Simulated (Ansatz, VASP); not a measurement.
## One calculation of Eu, two programs

File POSCAR:

```
Eu
1.0
   -2.2274745855      2.2274745855      2.2274745855
    2.2274745855     -2.2274745855      2.2274745855
    2.2274745855      2.2274745855     -2.2274745855
Eu
1
Direct
    0.0000000000      0.0000000000      0.0000000000
```

Contents of INCAR.step1:

```
SYSTEM = Eu
PREC     = Accurate       ! precision mode
ENCUT    = 520            ! plane-wave cutoff, eV
ISMEAR   = 0              ! smearing method
SIGMA    = 0.3            ! smearing width, eV
LREAL    = .False.        ! projectors in reciprocal space
LASPH    = .True.         ! aspherical terms in the spheres
NELM     = 150            ! most SCF steps
ISPIN    = 2              ! spin polarisation
MAGMOM   = 7.31           ! initial moments
LMAXMIX  = 6              ! l up to which the mixer works
NBANDS   = 18             ! bands
GGA      = PE             ! functional
ALGO     = Normal         ! electronic algorithm
EDIFF    = 1E-4           ! SCF threshold, eV
LWAVE    = .True.         ! write WAVECAR
LCHARG   = .False.        ! write CHGCAR
```

File INCAR.step2:

```
SYSTEM = Eu
PREC     = Accurate       ! precision mode
ENCUT    = 520            ! plane-wave cutoff, eV
EDIFF    = 1E-6           ! SCF threshold, eV
ISMEAR   = 0              ! smearing method
SIGMA    = 0.3            ! smearing width, eV
LREAL    = .False.        ! projectors in reciprocal space
LASPH    = .True.         ! aspherical terms in the spheres
NELM     = 150            ! most SCF steps
ALGO     = Normal         ! electronic algorithm
ISIF     = 2              ! what is computed and relaxed
LWAVE    = .False.        ! write WAVECAR
LCHARG   = .False.        ! write CHGCAR
ISPIN    = 2              ! spin polarisation
MAGMOM   = 7.31           ! initial moments
LORBIT   = 11             ! projections on sites
LMAXMIX  = 6              ! l up to which the mixer works
METAGGA  = R2SCAN         ! meta-GGA
LMIXTAU  = .True.       
NBANDS   = 18             ! bands
ISTART   = 1
```

The input KPOINTS:

```
regular mesh
0
Gamma
  10 10 10
  0 0 0
```

Input for Ansatz:

```yaml
crystal:
  lattice:
    - [-2.2274745855, 2.2274745855, 2.2274745855]
    - [2.2274745855, -2.2274745855, 2.2274745855]
    - [2.2274745855, 2.2274745855, -2.2274745855]
  atoms:
    - { symbol: Eu, position: [0.0, 0.0, 0.0], spin: 7.31 }
hamiltonian:
  xc: r2scan
  pseudopotentials:
    kind: paw
    azcp:
      Eu: "pseudopotentials/Eu.paw.azcp"
basis:
  ecutwfc: 500
  fft_grid_basis: typed
kpoints:
  mp_grid: { grid: [10, 10, 10], shift: [0, 0, 0] }
magnetization:
  spin_polarized: true
scf:
  occupations: { method: gaussian, width: 0.3 }
  lower_state_search: "off"
output:
  stress: true
```

Alike in both runs: task single point; functional r2SCAN; k mesh 10 × 10 × 10; occupations gaussian, width 0.3 eV; collinear spin.

|  | VASP | Ansatz |
| --- | --- | --- |
| version | VASP 6.6.1 | Ansatz 0.2.0 |
| potentials or method | VASP PAW PBE potentials, release 64 (Eu), cutoff 520 eV | plane waves (500 eV) with PAW, scalar-relativistic |
| valence electrons in the cell | 17 | 17 |

```csv
,VASP,Ansatz,Ansatz less VASP
pressure (GPa),-0.4,0.0,+0.37
net moment per atom (μB),7.83,7.87,+0.035
size of the moment on the site where the two differ most (μB),6.72,7.31,+0.595
```

VASP's potentials were made for PBE, not for r2SCAN. Site moments also hang on the region over which each program counts them. Ansatz's warnings: stability check not made.

Neither program's run includes spin-orbit coupling.
